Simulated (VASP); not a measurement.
CdTe: single point with r2SCAN

The system is CdTe.

```
Cd Te
1.0
     0.00000    3.20500    3.34923
     3.20500    0.00000    3.34923
     3.20500    3.20500    0.00000
Cd Te
1 1
Direct
  0.00000 0.00000 0.00000
  0.75000 0.75000 0.75000
```

This cell differs from its parent crystal: strain +0.0450 x Voigt [0, 0, 1, 0, 0, 0].

```yaml
Program: VASP 6.6.1
Task: single point
Functional: r2SCAN
Potentials_or_basis: VASP PAW PBE potentials, release 64 (Cd, Te)
Cutoff: 520 eV
k_mesh: 8 × 8 × 8
Occupations: gaussian, width 0.05 eV
Spin: no spin polarisation
Dipole_correction: no
Further_INCAR_settings: ALGO = Normal; EDIFF = 1e-06; NBANDS = 16
```

- Pressure: 1.1 GPa
- Band gap on the k mesh: 1.18 eV, direct

Stress tensor (GPa, compression positive):
```
1.39 0.00 0.00
0.00 1.39 0.00
0.00 0.00 0.60
```

Levels at points of the mesh, in eV from the valence-band top:
| k point | band 6 | band 7 | band 8 | band 9 | band 10 | band 11 | band 12 | band 13 |
| --- | --- | --- | --- | --- | --- | --- | --- | --- |
| (0.00, 0.00, 0.00) | -8.30 | -0.16 | 0.00 | 0.00 | 1.18 | 4.99 | 4.99 | 5.01 |
| (0.50, 0.00, 0.00) | -7.93 | -4.48 | -0.94 | -0.71 | 2.15 | 5.43 | 5.68 | 7.37 |
| (0.50, 0.50, 0.00) | -7.84 | -4.49 | -1.79 | -1.79 | 2.98 | 3.17 | 9.12 | 9.72 |
| (0.50, 0.00, 0.50) | -7.76 | -4.27 | -2.02 | -1.95 | 2.79 | 2.82 | 9.43 | 9.48 |

Run time: 2.4 min on 1 thread of Intel Xeon 6975P-C, with other jobs on the host, peak memory 0.26 GiB.

Caveat: the cell differs from its parent crystal (strain +0.0450 x Voigt [0, 0, 1, 0, 0, 0]); the PAW data sets were made with another functional, which shifts forces and pressure a little; spin-orbit coupling is left out, which moves the levels of the heavy elements.
